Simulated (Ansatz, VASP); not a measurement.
Two plane-wave programs on Sn3Se2S

```
CELL_PARAMETERS angstrom
4.23755 0.00000 0.00000
-2.11877 3.66982 0.00000
0.00000 0.00000 10.37232
ATOMIC_POSITIONS crystal
Sn 0.00000 0.00000 0.00000
Sn 0.33333 0.66667 0.65773
Sn 0.66667 0.33333 0.34227
Se 0.66667 0.33333 0.82891
Se 0.33333 0.66667 0.17109
S 0.00000 0.00000 0.50000
```

Alike in both runs: functional PBE; k mesh 12 × 12 × 4; occupations gaussian, width 0.02 eV; no spin polarisation.

Ansatz relaxed the structure, and its values are those at the end. VASP's run is a single point on that final structure, the one shown.

```csv
,VASP,Ansatz
version,VASP 6.6.1,Ansatz 0.2.0
potentials or method,"VASP PAW PBE potentials, release 64 (Sn_d, Se, S), cutoff 520 eV","scalar-relativistic, plane waves, PAW"
valence electrons in the cell,60,80
```

|  | VASP | Ansatz | Ansatz less VASP |
| --- | --- | --- | --- |
| gap on the k mesh at the Fermi level (eV) | 0.41 | 0.41 | 0.000 |
| least direct gap on the mesh (eV) | 0.49 | 0.49 | 0.000 |
| pressure (GPa) | 0.0 | 0.0 | +0.02 |

VASP's potentials hold 60 valence electrons a cell and Ansatz's 80, so a difference there can come from the potentials and not from the codes.
